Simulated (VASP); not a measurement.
Here is a VASP 6.6.1 calculation.

INCAR

```
ALGO     = Normal         # electronic algorithm
EDIFF    = 1E-7           # SCF threshold, eV
ENCUT    = 520            # plane-wave cutoff, eV
GGA      = PE             # functional
ISIF     = 2              # what is computed and relaxed
ISMEAR   = -1             # smearing method
ISPIN    = 2              # spin polarisation
LASPH    = True           # aspherical terms in the spheres
LCHARG   = False          # write CHGCAR
LMAXMIX  = 4              # l up to which the mixer works
LORBIT   = 11             # projections on sites
LREAL    = False          # projectors in reciprocal space
LWAVE    = False          # write WAVECAR
MAGMOM   = 0.535          # initial moments
NBANDS   = 15             # bands
NELM     = 150            # most SCF steps
PREC     = Accurate       # precision mode
SIGMA    = 0.05           # smearing width, eV
```

KPOINTS

```
k-points
0
Gamma
  22 22 22
```

Contents of POSCAR:

```
Ni
1.0
    2.3283262107      0.0000000000      0.0000000000
    0.0000000000      2.3283262107      0.0000000000
    0.0000000000      0.0000000000      2.3283262107
Ni
1
Direct
    0.0000000000      0.0000000000      0.0000000000
```

Potentials or basis: VASP PAW PBE potentials, release 64 (Ni).

Command:

```bash
$ cat potpaw_PBE.64/Ni/POTCAR > POTCAR
$ mpirun -np 1 vasp_std > vasp.out
```

(1) Predict the net moment.

(2) What does it give for the site moments?

(3) What does it give for the pressure?

Answers

(1) 0.54 μB per cell.

(2) Ni +0.54 μB.

(3) 0.0 GPa.
